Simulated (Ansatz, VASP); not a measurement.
LiF in VASP and in Ansatz

```xyz
2
Lattice="2.6068 0.0000 0.0000 0.0000 2.6068 0.0000 0.0000 0.0000 2.5163" Properties=species:S:1:pos:R:3 pbc="T T T"
Li    0.0000    0.0000    0.0000
F     1.3034    1.3034    1.2581
```

Change from the starting cell: biaxial_xy strain +3.6%.

Alike in both runs: task single point; functional PBE; k mesh 10 × 10 × 10; occupations fermi-dirac, width 0.02 eV; no spin polarisation.

|  | VASP | Ansatz |
| --- | --- | --- |
| version | VASP 6.6.1 | Ansatz 0.2.0 |
| potentials or method | VASP PAW PBE potentials, release 64 (Li_sv, F) | plane waves, PAW |
| plane-wave cutoff (eV) | 520 | 420 |
| valence electrons in the cell | 10 | 10 |

```tsv
	VASP	Ansatz	Ansatz less VASP
gap on the k mesh at the Fermi level (eV)	7.17	7.17	-0.008
```

The functional is the same, so the differences come from potentials, cutoffs and numerics.

Noted on VASP's run: the cutoff is short for stress, so the pressure is rough.
